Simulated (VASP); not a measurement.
# In27P26 (a cell with a defect) in VASP: further runs

In27P26 (a cell with a defect) is run at these levels: PBE; tasks: single point.

Everything below comes from runs of VASP 6.6.1. Logs are shortened: lines on timing, memory, paths and dates and some standing lists are left out, and cuts for length are marked.

## (1) The cell of the first run

The cell holds a defect, 53 atoms: a = 12.433 Å, b = 12.433 Å, c = 12.433 Å, α = 60.00°, β = 60.00°, γ = 60.00°.

## (2) Single point, PBE, collinear spin

INCAR

```
ALGO = Normal ; EDIFF = 1E-6
ENCUT = 400 ; GGA = PE
GGA_COMPAT = False ; ISIF = 2
ISMEAR = 0 ; ISPIN = 2
LASPH = True ; LCHARG = True
LELF = True ; LORBIT = 11
LREAL = Auto ; LVHAR = True
LWAVE = False ; MAGMOM = 0.5 0.5 0 0.5 0 0 0 0 0 0.5 0 0 0 0 0 0 0 0 0 0 0 0 0 0 0 0 0 0 0 0 0 0 0 0 0 0 0 0 0 0 0 0 0 0 0 0 0 0 0 0 0 0 0
NBANDS = 276 ; NELM = 200
PREC = Accurate ; SIGMA = 0.05
```

KPOINTS

```
k-points
0
Gamma
  1 1 1
```

POSCAR

```
In27P26
1.0
    0.0000000000      8.7915000000      8.7915000000
    8.7915000000      0.0000000000      8.7915000000
    8.7915000000      8.7915000000      0.0000000000
In P
27 26
Direct
    0.0017069319      0.0022703307      0.0014637948
    0.0023665048      0.0025699993      0.3261869583
   -0.0011079241     -0.0009568065      0.6675751775
    0.0021149017      0.3269322794      0.0020356495
   -0.0008379352      0.3340950318      0.3338869560
   -0.0008890208      0.3342352176      0.6659676348
   -0.0010388746      0.6676926388     -0.0011611429
   -0.0009114922      0.6664087329      0.3338593121
   -0.0010886783      0.6678366624      0.6675739230
    0.3260103502      0.0026787281      0.0022614774
    0.3339651845     -0.0006771023      0.3339068982
    0.3341298303     -0.0007567461      0.6660595474
    0.3339933724      0.3339798705     -0.0008682241
    0.3333373239      0.3333902098      0.3333008192
    0.3339333673      0.3340555022      0.6660660433
    0.3339749132      0.6663626071     -0.0009381678
    0.3339203449      0.6663486450      0.3338000699
    0.3341737018      0.6664405367      0.6662516593
    0.6676114668     -0.0009758583     -0.0011261572
    0.6661576220     -0.0007761360      0.3340792351
    0.6676416887     -0.0009198830      0.6676788189
    0.6660752732      0.3341455300     -0.0009451453
    0.6661341065      0.3340442775      0.3339007150
    0.6663010804      0.3343354395      0.6662515710
    0.6676596546      0.6677990147     -0.0011515643
    0.6662840569      0.6664616970      0.3340966506
    0.6663358968      0.6664171426      0.6663213062
    0.0833060193      0.0834401626      0.4145380456
    0.0834617794      0.0835731785      0.7515771949
    0.0833158259      0.4146340007      0.0832215386
    0.0834902506      0.4168394041      0.4163941317
    0.0832929929      0.4147029012      0.7519365406
    0.0832785988      0.7522413337      0.0831746865
    0.0832422518      0.7523584576      0.4144224434
    0.0840147007      0.7498446890      0.7496477524
    0.4145601043      0.0833352266      0.0832536967
    0.4166430181      0.0835775862      0.4165387996
    0.4145326960      0.0834190985      0.7520824109
    0.4164980111      0.4167599520      0.0834467947
    0.4165722892      0.4167692492      0.4164982042
    0.4167191208      0.4168563773      0.7498124449
    0.4144963493      0.7524142854      0.0831422231
    0.4167098499      0.7499978504      0.4166815881
    0.4167653800      0.7499249503      0.7497766158
    0.7517816614      0.0834842640      0.0833970808
    0.7521648547      0.0834037157      0.4145074096
    0.7497080245      0.0841788490      0.7496927416
    0.7520101809      0.4146510184      0.0832503290
    0.7498491220      0.4168928136      0.4166569293
    0.7498325958      0.4168458569      0.7497825206
    0.7497500940      0.7498150728      0.0839400341
    0.7497992518      0.7499177674      0.4167352415
    0.7497079727      0.7498645221      0.7496500721
```

Potentials or basis: VASP PAW PBE potentials, release 64 (In_d, P).

Run with:

```
> cat potpaw_PBE.64/In_d/POTCAR potpaw_PBE.64/P/POTCAR > POTCAR
> mpirun -np 1 vasp_gam > vasp.out
```

OUTCAR:

```text
EDIFF = 1E-6
   ENCUT = 400
   GGA = PE
   ISIF = 2
   ISMEAR = 0
   ISPIN = 2
   LASPH = True
   LORBIT = 11
   LREAL = Auto
   NELM = 200
   PREC = Accurate

 ion  position               nearest neighbor table
   1  0.002  0.002  0.001-  29 2.54  45 2.54  33 2.54
   2  0.002  0.003  0.326-  28 2.54  46 2.54  34 2.54
   3  0.999  0.999  0.668-  47 2.53  35 2.53  28 2.57  29 2.57
   4  0.002  0.327  0.002-  30 2.54  32 2.54  48 2.54
   5  0.999  0.334  0.334-  49 2.53  31 2.53  28 2.54  30 2.54
   6  0.999  0.334  0.666-  50 2.53  31 2.53  32 2.54  29 2.54
   7  0.999  0.668  0.999-  35 2.53  51 2.53  30 2.57  33 2.57
   8  0.999  0.666  0.334-  52 2.53  31 2.53  34 2.54  33 2.55
   9  0.999  0.668  0.668-  35 2.53  53 2.53  32 2.57  34 2.57
  10  0.326  0.003  0.002-  38 2.54  36 2.54  42 2.54
  11  0.334  0.999  0.334-  43 2.53  37 2.53  36 2.54  28 2.54
  12  0.334  0.999  0.666-  44 2.53  37 2.53  38 2.54  29 2.54
  13  0.334  0.334  0.999-  41 2.53  39 2.53  36 2.54  30 2.54
  14  0.333  0.333  0.333-  40 2.54  37 2.54  31 2.54  39 2.54
  15  0.334  0.334  0.666-  41 2.53  40 2.53  38 2.54  32 2.54
  16  0.334  0.666  0.999-  44 2.53  39 2.53  42 2.54  33 2.55
[... 35 lines left out ...]
  52  0.750  0.750  0.417-   8 2.53  20 2.53  27 2.53  26 2.53
  53  0.750  0.750  0.750-  25 2.53   9 2.53  21 2.53  27 2.54

  LATTYP: Found a face centered cubic cell.
 ALAT       =    17.5830000000

  Lattice vectors:

 A1 = (   0.0000000000,   8.7915000000,   8.7915000000)
 A2 = (   8.7915000000,   0.0000000000,   8.7915000000)
 A3 = (   8.7915000000,   8.7915000000,   0.0000000000)

Analysis of symmetry for initial positions (statically):
=====================================================================
 Subroutine PRICEL returns:
 Original cell was already a primitive cell.

 Routine SETGRP: Setting up the symmetry group for a
 face centered cubic supercell.

 Subroutine GETGRP returns: Found  1 space group operations
 (whereof  1 operations were pure point group operations)
 out of a pool of 48 trial point group operations.

The static configuration has the point symmetry C_1 .

Analysis of symmetry for dynamics (positions and initial velocities):
=====================================================================
 Subroutine PRICEL returns:
 Original cell was already a primitive cell.

 Routine SETGRP: Setting up the symmetry group for a
 face centered cubic supercell.

 Subroutine GETGRP returns: Found  1 space group operations
 (whereof  1 operations were pure point group operations)
 out of a pool of 48 trial point group operations.
[... 236 lines left out ...]
  ext. energy  EPLUGINS =         0.00000000
  ---------------------------------------------------
  free energy    TOTEN  =      -209.76835629 eV

  energy without entropy =     -209.74014681  energy(sigma->0) =     -209.75425155

 E-fermi :   6.0492     XC(G=0):  -9.1784

 val. band max:        6.0491466119   @ k =   0.0000   0.0000   0.0000
 cond. band min:       6.0491864618   @ k =   0.0000   0.0000   0.0000
 fundamental gap:      0.0000398499
 Fermi energy:         6.0491665368

 spin component 1

 k-point     1 :       0.0000    0.0000    0.0000
  band No.  band energies     occupation
      1      -9.4081      1.00000
      2      -9.4080      1.00000
      3      -9.3953      1.00000
      4      -9.3941      1.00000
      5      -9.3929      1.00000
      6      -9.3849      1.00000
[... 244 lines left out ...]
    251       7.0052      0.00000
    252       7.1329      0.00000
 Fermi energy:         6.0491665368

 spin component 2

 k-point     1 :       0.0000    0.0000    0.0000
  band No.  band energies     occupation
      1      -9.4081      1.00000
      2      -9.4081      1.00000
      3      -9.3953      1.00000
      4      -9.3941      1.00000
      5      -9.3930      1.00000
      6      -9.3850      1.00000
[... 244 lines left out ...]
    251       7.0052      0.00000
    252       7.1330      0.00000
 [bands above 252 left out]

------------------------ aborting loop because EDIFF is reached ----------------------------------------

  FORCE on cell =-STRESS in cart. coord.  units (eV):
  Direction    XX          YY          ZZ          XY          YZ          ZX
  --------------------------------------------------------------------------------------
  -------------------------------------------------------------------------------------
  Total       34.8882787     34.8939430     34.8856811      0.0314720      0.0156825      0.0175101
  in kB       41.1311819     41.1378597     41.1281194      0.0371036      0.0184887      0.0206433
  external PRESSURE =      41.1323870 kB  Pullay stress =       0.0000000 kB

 VOLUME and BASIS-vectors are now :
 -----------------------------------------------------------------------------
  energy-cutoff  :      400.00
  volume of cell :     1359.00
      direct lattice vectors                 reciprocal lattice vectors
     0.000000000  8.791500000  8.791500000    -0.056873116  0.056873116  0.056873116
     8.791500000  0.000000000  8.791500000     0.056873116 -0.056873116  0.056873116
     8.791500000  8.791500000  0.000000000     0.056873116  0.056873116 -0.056873116

 POSITION                                       TOTAL-FORCE (eV/Angst)
 -----------------------------------------------------------------------------------
      0.03283      0.02788      0.03497         0.008292      0.020718      0.004077
      2.89027      2.88848      0.04340        -0.009935     -0.005633      0.005063
     14.65208     14.65075     17.56485        -0.001479      0.000439     -0.002560
      2.89212      0.03649      2.89282        -0.008085      0.011461     -0.008996
      5.87256     11.71950     11.72133         0.010258     -0.005364     -0.005572
      8.79328     14.63854     11.72211         0.003307     -0.011503     -0.005075
[... 45 lines left out ...]
     10.25663     10.25559     13.18476         0.000467     -0.001350      0.008089
     13.18298     13.18161     13.18349        -0.000281     -0.000220     -0.000120
 -----------------------------------------------------------------------------------
    total drift:                               -0.001986     -0.000255     -0.003403

  FREE ENERGIE OF THE ION-ELECTRON SYSTEM (eV)
  ---------------------------------------------------
  free  energy   TOTEN  =      -209.7683562885 eV

  energy  without entropy=     -209.7401468138  energy(sigma->0) =     -209.75425155

 total charge

# of ion       s       p       d       tot
------------------------------------------
    1        0.853   0.664   9.880  11.397
    2        0.853   0.661   9.880  11.394
    3        0.815   0.757   9.900  11.472
    4        0.853   0.663   9.880  11.395
    5        0.810   0.780   9.903  11.493
    6        0.810   0.780   9.903  11.493
[... 45 lines left out ...]
   52        1.015   1.541   0.000   2.556
   53        1.014   1.540   0.000   2.554
--------------------------------------------------
tot         48.512  60.202 267.276 375.990

 magnetization (x)

# of ion       s       p       d       tot
------------------------------------------
    1        0.000   0.000   0.000   0.000
    2        0.000   0.000   0.000   0.000
    3        0.000   0.000  -0.000   0.000
    4        0.000   0.000   0.000   0.000
    5        0.000   0.000  -0.000   0.000
    6        0.000   0.000  -0.000   0.000
[... 45 lines left out ...]
   52        0.000  -0.000   0.000   0.000
   53        0.000  -0.000   0.000   0.000
--------------------------------------------------
tot          0.000  -0.000  -0.000   0.000
```

Wall time 20 min (1 thread of Intel Xeon Platinum 8259CL at 2.50GHz (Skylake/Cascade Lake), shared host); peak memory 1.5 GiB.

Results:

| Quantity | Value |
| --- | --- |
| Free energy | -209.7684 eV |
| Pressure | 4.1 GPa |
| Largest force | 0.023 eV/Å |
| Band gap on the k mesh | 0.46 eV |
| Net moment | 0.00 μB per cell |
| Valence electrons inside the program's atomic spheres | In 11.40, 11.39, 11.47, 11.49, 11.50; P 2.54, 2.55, 2.56 |

Forces on the atoms (eV/Å):
```
In   0.008  0.021  0.004
In  -0.010 -0.006  0.005
In  -0.001  0.000 -0.003
In  -0.008  0.011 -0.009
In   0.010 -0.005 -0.006
In   0.003 -0.012 -0.005
In   0.005  0.000  0.003
In   0.006 -0.005 -0.008
In   0.001 -0.002  0.002
In   0.007 -0.001 -0.013
In  -0.007  0.010 -0.007
In  -0.011  0.007 -0.010
In  -0.004 -0.006  0.012
In   0.001 -0.004  0.003
In   0.006  0.007  0.013
In  -0.008 -0.005  0.003
In   0.006  0.008  0.005
In  -0.010  0.011  0.011
In  -0.002  0.002 -0.001
In  -0.010  0.007 -0.009
In  -0.003  0.003  0.001
In  -0.004 -0.010  0.003
In   0.011  0.007  0.006
In   0.008 -0.011  0.009
In   0.002 -0.001  0.001
In   0.012  0.011 -0.009
In  -0.010 -0.011 -0.008
P    0.000 -0.002  0.004
P   -0.002 -0.005  0.000
P    0.001  0.002  0.002
P    0.000  0.002  0.000
P    0.000 -0.003  0.003
P   -0.005 -0.002 -0.004
P   -0.002  0.001 -0.001
P    0.000  0.001  0.001
P    0.004 -0.002  0.001
P    0.002 -0.002  0.001
P    0.000 -0.003  0.002
P    0.000  0.000  0.000
P   -0.001  0.000 -0.001
P   -0.001  0.000 -0.008
P   -0.001  0.000 -0.002
P    0.000 -0.008  0.001
P    0.008 -0.002  0.001
P   -0.001 -0.007 -0.003
P    0.002 -0.001 -0.001
P    0.001  0.000  0.001
P    0.003 -0.003  0.000
P   -0.008  0.001 -0.001
P    0.000  0.007  0.001
P    0.001  0.001  0.000
P    0.000 -0.001  0.008
P    0.000  0.000  0.000
```

Caveat: the k points lie up to 0.62 Å⁻¹ apart; spin-orbit coupling is left out, which moves the levels of the heavy elements.

## (3) Single point, PBE, collinear spin

INCAR

```
SYSTEM = In27P26
PREC = Accurate
ENCUT = 400
EDIFF = 1E-6
ISMEAR = 0
SIGMA = 0.05
LREAL = Auto
LASPH = .TRUE.
NELM = 200
ALGO = Normal
ISIF = 2
LWAVE = .FALSE.
LCHARG = .FALSE.
ISPIN = 2
MAGMOM = 0.2 0.2 0 0.2 0 0 0 0 0 0.2 0 0 0 0 0 0 0 0 0 0 0 0 0 0 0 0 0 0 0 0 0 0 0 0 0 0 0 0 0 0 0 0 0 0 0 0 0 0 0 0 0 0 0
LORBIT = 11
GGA = PE
NBANDS = 276
NELECT = 479.0
GGA_COMPAT = .FALSE.
```

KPOINTS

```
regular mesh
0
G
  1 1 1
  0 0 0
```

POSCAR is that of step 2.

Potentials or basis: VASP PAW PBE potentials, release 64 (In_d, P).

Run with:

```
> cat potpaw_PBE.64/In_d/POTCAR potpaw_PBE.64/P/POTCAR > POTCAR
> mpirun -np 1 vasp_gam > vasp.out
```

It took 20 min on 1 thread of AMD EPYC 7R13 (Zen 3), shared host; peak memory 1.4 GiB.

The run converged. Its results:

```
Free energy                                           : -220.8894 eV
Largest force                                         : 0.101 eV/Å
Net moment                                            : 0.01 μB per cell
Valence electrons inside the program's atomic spheres : In 11.38, 11.46, 11.47; P 2.52, 2.54
```

Forces on the atoms (eV/Å):
```
In   0.055  0.067  0.051
In  -0.056 -0.052  0.051
In  -0.002  0.000  0.091
In  -0.054  0.057 -0.055
In  -0.068  0.032  0.031
In  -0.034  0.067  0.032
In   0.004  0.094  0.002
In  -0.031  0.032  0.071
In  -0.093 -0.002  0.001
In   0.053 -0.048 -0.058
In   0.030 -0.069  0.030
In   0.067 -0.031  0.028
In   0.033  0.032 -0.067
In   0.000 -0.004  0.002
In  -0.032 -0.030 -0.066
In   0.070  0.033 -0.034
In  -0.031 -0.070 -0.032
In   0.018 -0.017 -0.018
In   0.092  0.002 -0.001
In   0.027 -0.030  0.069
In  -0.003 -0.091  0.001
In   0.033  0.068 -0.034
In  -0.067 -0.031 -0.032
In  -0.020  0.018 -0.019
In   0.002 -0.002 -0.093
In  -0.017 -0.017  0.019
In   0.019  0.018  0.020
P    0.014  0.013  0.015
P   -0.017 -0.020  0.011
P    0.017  0.013  0.017
P    0.018 -0.016 -0.018
P   -0.010 -0.018  0.018
P   -0.020  0.009 -0.019
P   -0.013  0.016 -0.016
P   -0.006  0.007  0.008
P    0.015  0.013  0.016
P   -0.016  0.016 -0.017
P   -0.015 -0.014  0.017
P   -0.018 -0.017  0.019
P    0.017  0.018  0.017
P   -0.001  0.000  0.028
P   -0.016  0.015 -0.012
P    0.000  0.028  0.001
P   -0.027 -0.002  0.001
P    0.010 -0.022 -0.018
P    0.017 -0.012 -0.016
P    0.007 -0.007  0.008
P    0.018 -0.018 -0.010
P    0.028  0.001 -0.001
P    0.000 -0.028  0.001
P    0.007  0.007 -0.006
P    0.001 -0.001 -0.027
P   -0.007 -0.007 -0.007
```

Levels at points of the mesh, in eV from the Fermi level:
Spin up:
| k point | band 236 | band 237 | band 238 | band 239 | band 240 | band 241 | band 242 | band 243 | band 244 | band 245 |
| --- | --- | --- | --- | --- | --- | --- | --- | --- | --- | --- |
| (0.00, 0.00, 0.00) | -0.67 | -0.67 | -0.03 | -0.03 | -0.03 | 0.98 | 1.49 | 1.50 | 1.50 | 1.72 |
Spin down:
| k point | band 238 | band 239 | band 240 | band 241 | band 242 | band 243 |
| --- | --- | --- | --- | --- | --- | --- |
| (0.00, 0.00, 0.00) | -0.03 | -0.03 | -0.03 | 0.98 | 1.49 | 1.50 |

Caveat: the k points lie up to 0.62 Å⁻¹ apart; the cell carries a net charge on a neutralising background, which shifts energy and pressure; the cell is charged against a uniform background, so pressure and absolute levels hang on convention; spin-orbit coupling is left out, which moves the levels of the heavy elements.
